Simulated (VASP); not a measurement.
Input of a VASP 6.6.1 run:

INCAR

```
SYSTEM = ZnS
ALGO = Normal
EDIFF = 1E-6
ENCUT = 520
GGA = PE
ISIF = 2
ISMEAR = -1
LASPH = .TRUE.
LCHARG = .TRUE.
LELF = .TRUE.
LREAL = .FALSE.
LVHAR = .TRUE.
LWAVE = .FALSE.
NBANDS = 16
NELM = 100
PREC = Accurate
SIGMA = 0.02
```

Contents of KPOINTS:

```
k-points
0
G
  8 8 8
  0 0 0
```

POSCAR

```
ZnS
1.0
    0.0000000000      2.6940857896      2.6940857896
    2.6940857896      0.0000000000      2.6940857896
    2.6940857896      2.6940857896      0.0000000000
Zn S
1 1
Direct
    0.0000000000      0.0000000000      0.0000000000
    0.2500000000      0.2500000000      0.2500000000
```

Potentials or basis: VASP PAW PBE potentials, release 64 (Zn, S).

Launch:

```console
$ cat potpaw_PBE.64/Zn/POTCAR potpaw_PBE.64/S/POTCAR > POTCAR
$ mpirun -np 1 vasp_std > vasp.out
```

Question: Estimate the pressure.

Answer: 2.5 GPa.

Question: Predict the band gap on the k mesh.

Answer: 2.15 eV, direct.

Expect the measured gap to be larger: semilocal functionals such as PBE lack the derivative discontinuity.
